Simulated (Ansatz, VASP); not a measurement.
**Hf: VASP beside Ansatz**

```xyz
2
Lattice="3.1520 0.0000 0.0000 -1.5760 2.7297 0.0000 0.0000 0.0000 4.9826" Properties=species:S:1:pos:R:3 pbc="T T T"
Hf    0.0000    1.8198    1.2457
Hf    1.5760    0.9099    3.7370
```

Alike in both runs: functional PBEsol; dispersion D4; k mesh 15 × 15 × 8; occupations gaussian, width 0.1 eV; no spin polarisation.

Ansatz relaxed the structure, and its values are those at the end. VASP's run is a single point on that final structure, the one shown.

|  | VASP | Ansatz |
| --- | --- | --- |
| version | VASP 6.6.1 | Ansatz 0.2.0 |
| potentials or method | VASP PAW PBE potentials, release 64 (Hf_pv), cutoff 500 eV | scalar-relativistic, plane waves, PAW |
| valence electrons in the cell | 20 | 52 |

Ansatz gave:

| Property | Result |
| --- | --- |
| gap on the k mesh at the Fermi level (eV) | none |
| pressure (GPa) | 0.0 |

Question: What did VASP give for the same quantities?

Answer: gap on the k mesh at the Fermi level (eV): none; pressure (GPa): -0.4.

VASP's potentials were made for PBE, not for PBEsol, and Ansatz warns of the same on its side. A gap of «none» marks a metal or a gap that the smearing closes. VASP's potentials hold 20 valence electrons a cell and Ansatz's 52, so a difference there can come from the potentials and not from the codes.

Spin-orbit coupling is off throughout.
